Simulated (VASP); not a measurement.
# TaN in VASP: further runs, part 2 of 2

VASP 6.6.1.

## 3. Single point, LDA

This run uses another cell than the first one, of 10.80 Å³/atom, 1.025 times its volume.

The input, INCAR:

```
ALGO = Normal ; EDIFF = 1E-7
ENCUT = 520 ; GGA = CA
ISIF = 2 ; ISMEAR = 0
LASPH = True ; LCHARG = False
LREAL = False ; LWAVE = False
NBANDS = 15 ; NELM = 80
PREC = Accurate ; SIGMA = 0.15
```

The input, KPOINTS:

```
k-points
0
Gamma
  18 18 18
```

The input, POSCAR:

```
TaN
1.0
    0.0000000000      2.2101387059      2.2101387059
    2.2101387059      0.0000000000      2.2101387059
    2.2101387059      2.2101387059      0.0000000000
Ta N
1 1
Direct
    0.4989139126      0.5010860874      0.5010860874
    0.0140304995     -0.0140304995     -0.0140304995
```

Potentials or basis: VASP PAW LDA potentials, release 64 (Ta_pv, N).

Command:

```bash
> cat potpaw_LDA.64/Ta_pv/POTCAR potpaw_LDA.64/N/POTCAR > POTCAR
> mpirun -np 1 vasp_std > vasp.out
```

OUTCAR:

```text
EDIFF = 1E-7
   ENCUT = 520
   GGA = CA
   ISIF = 2
   ISMEAR = 0
   LASPH = True
   LREAL = False
   NELM = 80
   PREC = Accurate

 ion  position               nearest neighbor table
   1  0.499  0.501  0.501-   2 2.14   2 2.21   2 2.21   2 2.21   2 2.21   2 2.28
   2  0.014  0.986  0.986-   1 2.14   1 2.21   1 2.21   1 2.21   1 2.21   1 2.28

  LATTYP: Found a face centered cubic cell.
 ALAT       =     4.4202774118

  Lattice vectors:

 A1 = (   0.0000000000,   2.2101387059,   2.2101387059)
 A2 = (   2.2101387059,   0.0000000000,   2.2101387059)
 A3 = (   2.2101387059,   2.2101387059,   0.0000000000)

Analysis of symmetry for initial positions (statically):
=====================================================================
 Subroutine PRICEL returns:
 Original cell was already a primitive cell.

 Routine SETGRP: Setting up the symmetry group for a
 face centered cubic supercell.

 Subroutine GETGRP returns: Found  8 space group operations
 (whereof  8 operations were pure point group operations)
 out of a pool of 48 trial point group operations.

The static configuration has the point symmetry C_4v.

Analysis of symmetry for dynamics (positions and initial velocities):
=====================================================================
 Subroutine PRICEL returns:
 Original cell was already a primitive cell.

 Routine SETGRP: Setting up the symmetry group for a
 face centered cubic supercell.

 Subroutine GETGRP returns: Found  8 space group operations
 (whereof  8 operations were pure point group operations)
 out of a pool of 48 trial point group operations.

The dynamic configuration has the point symmetry C_4v.

 Subroutine INISYM returns: Found  8 space group operations
 (whereof  8 operations are pure point group operations),
 and found     1 'primitive' translations

----------------------------------------------------------------------------------------

                                     Primitive cell

  volume of cell :      21.5918

  direct lattice vectors                    reciprocal lattice vectors
     0.000000000  2.210138706  2.210138706    -0.226230145  0.226230145  0.226230145
     2.210138706  0.000000000  2.210138706     0.226230145 -0.226230145  0.226230145
     2.210138706  2.210138706  0.000000000     0.226230145  0.226230145 -0.226230145

  length of vectors
     3.125608133  3.125608133  3.125608133     0.391842105  0.391842105  0.391842105

  position of ions in fractional coordinates (direct lattice)
     0.498913913  0.501086087  0.501086087
     0.014030500  0.985969500  0.985969500

  ion indices of the primitive-cell ions
   primitive index   ion index
                 1           1
                 2           2

----------------------------------------------------------------------------------------

 KPOINTS: k-points

Automatic generation of k-mesh.
 Grid dimensions read from file:
 generate k-points for:   18   18   18

 Generating k-lattice:

  Cartesian coordinates                     Fractional coordinates (reciprocal lattice)
    -0.012568341  0.012568341  0.012568341     0.055555556  0.000000000  0.000000000
     0.012568341 -0.012568341  0.012568341     0.000000000  0.055555556  0.000000000
     0.012568341  0.012568341 -0.012568341     0.000000000  0.000000000  0.055555556

  Length of vectors
     0.021769006  0.021769006  0.021769006

  Shift w.r.t. Gamma in fractional coordinates (k-lattice)
     0.000000000  0.000000000  0.000000000

 Subroutine IBZKPT returns following result:
 ===========================================

 Found    480 irreducible k-points:

 Following reciprocal coordinates:
            Coordinates               Weight
  0.000000  0.000000  0.000000      1.000000
  0.055556  0.000000  0.000000      8.000000
  0.111111  0.000000  0.000000      8.000000
  0.166667  0.000000  0.000000      8.000000
  0.222222  0.000000  0.000000      8.000000
  0.277778  0.000000  0.000000      8.000000
[... 16 lines left out ...]
  0.388889  0.055556  0.000000     16.000000
  0.000000  0.388889  0.055556      8.000000
 [... further k-points ...]
   k-points           NKPTS =    480   k-points in BZ     NKDIM =    480   number of bands    NBANDS=     15
   number of dos      NEDOS =    301   number of ions     NIONS =      2
   total plane-waves  NPLWV =  13824
   dimension x,y,z NGX =    24 NGY =   24 NGZ =   24
   dimension x,y,z NGXF=    48 NGYF=   48 NGZF=   48
   ions per type =               1   1
   NGX,Y,Z   is equivalent  to a cutoff of  12.77, 12.77, 12.77 a.u.
   NGXF,Y,Z  is equivalent  to a cutoff of  25.53, 25.53, 25.53 a.u.
 SYSTEM =  unknown system
   PREC   = accura    normal or accurate (medium, high low for compatibility)
   ISTART =      0    job   : 0-new  1-cont  2-samecut
   ICHARG =      2    charge: 1-file 2-atom 10-const
   ISPIN  =      1    spin polarized calculation?
   LNONCOLLINEAR =      F non collinear calculations
   LSORBIT =      F    spin-orbit coupling
   LASPH  =      T    aspherical Exc in radial PAW
   ENCUT  =  520.0 eV  38.22 Ry    6.18 a.u.   5.81  5.81  5.81*2*pi/ulx,y,z
   NELM   =     80;   NELMIN=  2; NELMDL= -5     # of ELM steps
   EDIFF  = 0.1E-06   stopping-criterion for ELM
   LREAL  =      F    real-space projection
   EDIFFG = 0.1E-05   stopping-criterion for IOM
   NSW    =      0    number of steps for IOM
   IBRION =     -1    ionic relax: 0-MD 1-quasi-New 2-CG
   NFREE  =      0    steps in history (QN), initial steepest desc. (CG)
   ISIF   =      2    stress and relaxation
   ISYM   =      2    0-nonsym 1-usesym 2-fastsym
   POTIM  = 0.5000    time-step for ionic-motion
   TEBEG  =    0.0;   TEEND  =   0.0 temperature during run
   PSTRESS=    0.0 pullay stress
   NELECT =      16.0000    total number of electrons
   NUPDOWN=      -1.0000    fix difference up-down
   EMIN   =  10.00;   EMAX   =-10.00  energy-range for DOS
   EFERMI =   0.00;   METHOD = LEGACY
   ISMEAR =     0;   SIGMA  =   0.15  broadening in eV -4-tet -1-fermi 0-gaus
   EFERMI_NEDOS =   21; number of points for ismear=-14 and -15
   IALGO  =     38    algorithm
   IMIX   =      4    mixing-type and parameters
     AMIX     =   0.40;   BMIX     =  1.00
     AMIX_MAG =   1.60;   BMIX_MAG =  1.00
  volume/ion in A,a.u.               =      10.80        72.85
  Fermi-wavevector in a.u.,A,eV,Ry     =   1.481444  2.799524 29.860392  2.194677
  Thomas-Fermi vector in A             =   2.595354
   LORBIT       =      0    0 simple, 1 ext, 2 COOP (PROOUT), +10 PAW based schemes
   GGA     = CA    functional components
   LHFCALC =     F    Hartree Fock is set to
   AEXX    =    0.0000 exact exchange contribution
   IVDW    =     0    specifies the selected vdW correction
   LEPSILON=     F    determine dielectric tensor
   LRPA    =     F    only Hartree local field effects (RPA)
 non-spin polarized calculation
 Gauss-broadening in eV      SIGMA  =   0.15
  energy-cutoff  :      520.00
  volume of cell :       21.59
 maximum number of plane-waves:       594
   NGX = 11   NGY = 11   NGZ = 11

 number of electron      16.0000001 magnetization

 Free energy of the ion-electron system (eV)
  ---------------------------------------------------
  ext. energy  EPLUGINS =         0.00000000
  ---------------------------------------------------
  free energy    TOTEN  =       -24.09619021 eV

  energy without entropy =      -24.08641921  energy(sigma->0) =      -24.09130471

 E-fermi :   9.2119     XC(G=0): -13.5766

 val. band max:        9.2110110815   @ k =   0.0000   0.3889   0.0556
 cond. band min:       9.2148127348   @ k =   0.0556  -0.3333   0.1667
 fundamental gap:      0.0038016533
 Fermi energy:         9.2118761207

 k-point     1 :       0.0000    0.0000    0.0000
  band No.  band energies     occupation
      1     -26.3643      2.00000
      2     -26.3613      2.00000
      3     -26.3613      2.00000
      4      -9.2604      2.00000
      5       5.3687      2.00000
      6       5.3687      2.00000
      7       5.3908      2.00000
      8       7.1346      2.00000
      9       7.2706      2.00000
     10       7.2706      2.00000
     11       9.2172      0.95979
     12       9.3583      0.16742
     13      10.8021      0.00000
     14      18.6878      0.00000
     15      20.5947      0.00000
[... 397 lines left out ...]
 k-point    24 :       0.0000    0.3889    0.0556
  band No.  band energies     occupation
      1     -27.0582      2.00000
      2     -26.4448      2.00000
      3     -26.4368      2.00000
      4      -6.8797      2.00000
      5      -0.0866      2.00000
      6       2.0687      2.00000
      7       2.2606      2.00000
      8       9.2110      1.00651
      9      10.4505      0.00000
     10      10.5699      0.00000
     11      14.0400      0.00000
     12      14.7763      0.00000
     13      15.9447      0.00000
     14      20.5062      0.00000
     15      20.8003      0.00000

 [... further k-points ...]
[... 5 lines left out ...]
  --------------------------------------------------------------------------------------
  -------------------------------------------------------------------------------------
  Total       -1.7324470     -2.0068208     -2.0068208     -0.0000000     -0.0000000      0.0000000
  in kB     -128.5529257   -148.9123097   -148.9123097     -0.0000000     -0.0000000      0.0000000
  external PRESSURE =    -142.1258484 kB  Pullay stress =       0.0000000 kB

 VOLUME and BASIS-vectors are now :
 -----------------------------------------------------------------------------
  energy-cutoff  :      520.00
  volume of cell :       21.59
      direct lattice vectors                 reciprocal lattice vectors
     0.000000000  2.210138706  2.210138706    -0.226230145  0.226230145  0.226230145
     2.210138706  0.000000000  2.210138706     0.226230145 -0.226230145  0.226230145
     2.210138706  2.210138706  0.000000000     0.226230145  0.226230145 -0.226230145

 POSITION                                       TOTAL-FORCE (eV/Angst)
 -----------------------------------------------------------------------------------
      2.21494      2.21014      2.21014        -0.439637      0.000000      0.000000
      4.35826      2.21014      2.21014         0.439637      0.000000      0.000000
 -----------------------------------------------------------------------------------
    total drift:                               -0.000136     -0.000000     -0.000000

  FREE ENERGIE OF THE ION-ELECTRON SYSTEM (eV)
  ---------------------------------------------------
  free  energy   TOTEN  =       -24.0961902074 eV

  energy  without entropy=      -24.0864192131  energy(sigma->0) =      -24.09130471
```

OSZICAR:

```text
N       E                     dE             d eps       ncg     rms          rms(c)
DAV:   1     0.859217553813E+02    0.85922E+02   -0.87077E+03 14415   0.112E+03
DAV:   2    -0.245175068927E+02   -0.11044E+03   -0.10411E+03 17676   0.294E+02
DAV:   3    -0.271073179664E+02   -0.25898E+01   -0.25702E+01 16283   0.414E+01
DAV:   4    -0.271169717546E+02   -0.96538E-02   -0.96494E-02 18596   0.275E+00
DAV:   5    -0.271170458928E+02   -0.74138E-04   -0.74136E-04 16465   0.204E-01    0.234E+01
DAV:   6    -0.242559810587E+02    0.28611E+01   -0.59011E+00 16153   0.260E+01    0.975E+00
DAV:   7    -0.241393902276E+02    0.11659E+00   -0.47998E-01 17606   0.542E+00    0.665E+00
DAV:   8    -0.241015229700E+02    0.37867E-01   -0.17939E-01 15506   0.333E+00    0.125E+00
DAV:   9    -0.240964320226E+02    0.50909E-02   -0.15415E-02 15541   0.976E-01    0.291E-01
DAV:  10    -0.240962230031E+02    0.20902E-03   -0.71857E-04 17382   0.300E-01    0.784E-02
DAV:  11    -0.240961905510E+02    0.32452E-04   -0.70274E-05 15429   0.865E-02    0.142E-02
DAV:  12    -0.240961902328E+02    0.31820E-06   -0.39695E-06 16584   0.179E-02    0.299E-03
DAV:  13    -0.240961902074E+02    0.25381E-07   -0.12831E-07 12118   0.329E-03
   1 F= -.24096190E+02 E0= -.24091305E+02  d E =-.977099E-02
```

Run time: 38 s. Hardware: 1 thread of Intel Xeon 6975P-C (Granite Rapids), shared host; peak memory 0.26 GiB.

What came out:

| Item | Value |
| --- | --- |
| Free energy | -24.0962 eV |
| Pressure | -14.2 GPa |
| Largest force | 0.440 eV/Å |
| Band gap on the k mesh | zero (band 8 reaches 11.03 eV, above the bottom of band 9 at 7.27 eV) |

Forces on the atoms (eV/Å):
```
Ta  -0.440  0.000  0.000
N    0.440  0.000  0.000
```

Stress tensor (GPa, compression positive):
```
-12.86   0.00   0.00
  0.00 -14.89   0.00
  0.00   0.00 -14.89
```

Caveat: spin-orbit coupling is left out, which moves the levels of the heavy elements.

## 4. Single point, LDA

This run uses another cell than the first one, of 9.52 Å³/atom, 0.904 times its volume.

The input, INCAR:

```
SYSTEM = TaN
PREC = Accurate
ENCUT = 520
EDIFF = 1E-7
ISMEAR = 0
SIGMA = 0.15
LREAL = .FALSE.
LASPH = .TRUE.
NELM = 80
ALGO = Normal
ISIF = 2
LWAVE = .FALSE.
LCHARG = .TRUE.
GGA = CA
LELF = .TRUE.
LVHAR = .TRUE.
NBANDS = 15
```

The input, KPOINTS:

```
Automatic mesh
0
G
  18 18 18
  0 0 0
```

The input, POSCAR:

```
TaN
1.0
    0.0000000000      2.1194897592      2.1194897592
    2.1194897592      0.0000000000      2.1194897592
    2.1194897592      2.1194897592      0.0000000000
Ta N
1 1
Direct
    0.5000000000      0.5000000000      0.5000000000
    0.0000000000      0.0000000000      0.0000000000
```

Command:

```bash
> cat potpaw_LDA.64/Ta_pv/POTCAR potpaw_LDA.64/N/POTCAR > POTCAR
> mpirun -np 1 vasp_std > vasp.out
```

It took 34 s on 1 thread of AMD EPYC 9R45 (Zen 5), shared host; peak memory 0.14 GiB.

Results (log left out):

* Free energy: -23.9801 eV
* Pressure: 36.8 GPa
* Band gap on the k mesh: zero (band 8 reaches 12.96 eV, above the bottom of band 9 at 8.25 eV)

Levels at points of the mesh, in eV from the Fermi level:
| k point | band 5 | band 6 | band 7 | band 8 | band 9 | band 10 | band 11 | band 12 |
| --- | --- | --- | --- | --- | --- | --- | --- | --- |
| (0.00, 0.00, 0.00) | -4.09 | -4.09 | -4.09 | -2.48 | -2.48 | -2.48 | 0.01 | 0.01 |
| (0.50, 0.00, 0.00) | -11.27 | -8.42 | -8.42 | 2.23 | 2.23 | 2.36 | 4.32 | 8.74 |
| (0.50, 0.50, 0.00) | -6.70 | -6.29 | -4.81 | -4.81 | 2.42 | 4.19 | 4.19 | 5.89 |

Caveat: spin-orbit coupling is left out, which moves the levels of the heavy elements.

## 5. Summary

```csv
cell,gap on the mesh (eV),pressure (GPa),largest force (eV/Å)
"a = 3.100 Å, angles 60.0°, 2 atoms",none,-6.1,0.52
"a = 3.126 Å, angles 60.0°, 2 atoms",none,-14.2,0.44
"a = 2.997 Å, angles 60.0°, 2 atoms",none,36.8,-
```

Alike in all rows: task single point; level LDA; potentials or basis VASP PAW LDA potentials, release 64 (Ta_pv, N); no spin polarisation; k mesh 18 × 18 × 18; cutoff (eV) 520; smearing gaussian 0.15 eV.

Caveats: spin-orbit coupling is left out, which moves the levels of the heavy elements.

Total energies depend on the potentials used, so only differences within one code and one set of settings carry meaning.
